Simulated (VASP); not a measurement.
Here is a VASP 6.6.1 calculation.

The input INCAR:

```
PREC     = Accurate       # precision mode
ENCUT    = 520            # plane-wave cutoff, eV
EDIFF    = 1E-7           # SCF threshold, eV
ISMEAR   = 0              # smearing method
SIGMA    = 0.02           # smearing width, eV
LREAL    = False          # projectors in reciprocal space
LASPH    = True           # aspherical terms in the spheres
NELM     = 60             # most SCF steps
ALGO     = Normal         # electronic algorithm
ISIF     = 2              # what is computed and relaxed
LWAVE    = False          # write WAVECAR
LCHARG   = False          # write CHGCAR
GGA      = PS             # functional
NBANDS   = 16             # bands
```

The input KPOINTS:

```
regular mesh
0
Gamma
  9 9 6
```

POSCAR

```
C
1.0
    2.4994270181      0.0000000000      0.0000000000
   -1.2497135090      2.1645672926      0.0000000000
    0.0000000000      0.0000000000      4.2229976408
C
4
Direct
    0.3333333333      0.6666666667     -0.0002608640
    0.6666666667      0.3333333333      0.4997391360
    0.3333333333      0.6666666667      0.3742608640
    0.6666666667      0.3333333333      0.8742608640
```

Potentials or basis: VASP PAW PBE potentials, release 64 (C).

Run with:

```bash
$ cat potpaw_PBE.64/C/POTCAR > POTCAR
$ mpirun -np 1 vasp_std > vasp.out
```

Problem. What does it give for the band gap on the k mesh?

Solution. 3.09 eV, indirect (least direct gap 4.86 eV).

Problem. Predict the pressure.

Solution. -5.6 GPa.

Problem. Estimate the largest force.

Solution. 0.011 eV/Å.

Stress tensor (GPa, compression positive):
```
  0.54   0.00   0.00
  0.00   0.54   0.00
  0.00   0.00 -17.98
```

Caveat: the cell differs from its parent crystal (strained cell); the PAW data sets were made with another functional, which shifts forces and pressure a little. A k mesh can miss the band edges.
